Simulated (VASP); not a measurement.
Al2As: relaxation of cell and atoms with PBE

The system is Al2As.

```xyz
3
Lattice="3.3207 0.0000 0.0000 0.0000 3.3207 0.0000 0.0000 0.0000 5.3863" Properties=species:S:1:pos:R:3 pbc="T T T"
Al    0.0000    0.0000    3.3306
Al    1.6603    1.6603    1.7991
As    0.0000    0.0000    0.4967
```

* Program: VASP 6.6.1
* Task: relaxation of cell and atoms
* Functional: PBE
* Potentials or basis: VASP PAW PBE potentials, release 64 (Al, As)
* Cutoff: 600 eV
* k mesh: 14 × 14 × 10
* Occupations: gaussian, width 0.1 eV
* Spin: no spin polarisation
* Dipole correction: no
* Further INCAR settings: ALGO = Fast; EDIFF = 1e-07; IBRION = 2; EDIFFG = -0.01; NSW = 100; ISIF = 3

The relaxed volume is 20.08 Å³/atom, the relaxed cell is a = 3.372 Å, b = 3.372 Å, c = 5.297 Å, α = 90.00°, β = 90.00°, γ = 90.00° and the space group after relaxing (to 0.05 Å) is P4mm (No. 99). The energy gained by relaxing is 2.7 meV/atom. The ionic steps are 14, the pressure after relaxing is 0.0 GPa and the largest force after relaxing is 0.007 eV/Å.

Forces in eV/Å, atoms in the order of the input:
```
Al   0.000  0.000  0.000
Al   0.000  0.000  0.007
As   0.000  0.000 -0.007
```

The path:
```
step  energy change (eV)  largest force (eV/Å)  pressure (GPa)  volume (Å³)
   1              0.0000                0.1242            0.22        59.39
   2             -0.0016                0.1098            0.00        59.62
   3             -0.0029                0.1702           -0.59        60.32
   4             -0.0031                0.1500           -0.45        60.15
   5             -0.0040                0.1422           -0.37        60.12
   6             -0.0058                0.1116           -0.09        60.03
   7             -0.0052                0.1452            0.49        59.84
   8             -0.0062                0.1252            0.11        59.96
   9             -0.0069                0.0875            0.09        60.03
  10             -0.0076                0.0358            0.04        60.17
  11             -0.0078                0.0209           -0.01        60.25
  12             -0.0079                0.0083           -0.07        60.32
  13             -0.0079                0.0089           -0.07        60.32
  14             -0.0080                0.0067            0.02        60.24
```

Final structure:
```
Al As
1.0
     3.37233    0.00000    0.00000
     0.00000    3.37233    0.00000
     0.00000    0.00000    5.29677
Al As
2 1
Cartesian
  0.0000 0.0000 3.2797
  1.6862 1.6862 1.7236
  0.0000 0.0000 0.5295
```

Levels at points of the mesh, in eV from the Fermi level:
```
           k point  band 3  band 4  band 5  band 6  band 7  band 8
(0.00, 0.00, 0.00)   -5.29   -0.54   -0.54    1.90    3.34    4.85
(0.50, 0.00, 0.00)   -4.44   -3.31   -2.32    0.79    0.95    4.81
(0.50, 0.50, 0.00)   -5.03   -2.88   -2.78   -0.64    0.07    0.07
(0.00, 0.00, 0.50)   -0.80   -0.33   -0.33    0.74    2.25    3.49
(0.50, 0.00, 0.50)   -6.42   -3.88    1.11    1.25    2.92    5.02
(0.50, 0.50, 0.50)   -4.72   -4.41   -2.49   -1.58   -1.58    0.63
```

It took 15 min on 1 thread of AMD EPYC 7R43 64-Core Processor (Zen 3), with other jobs on the host, peak memory 0.29 GiB.
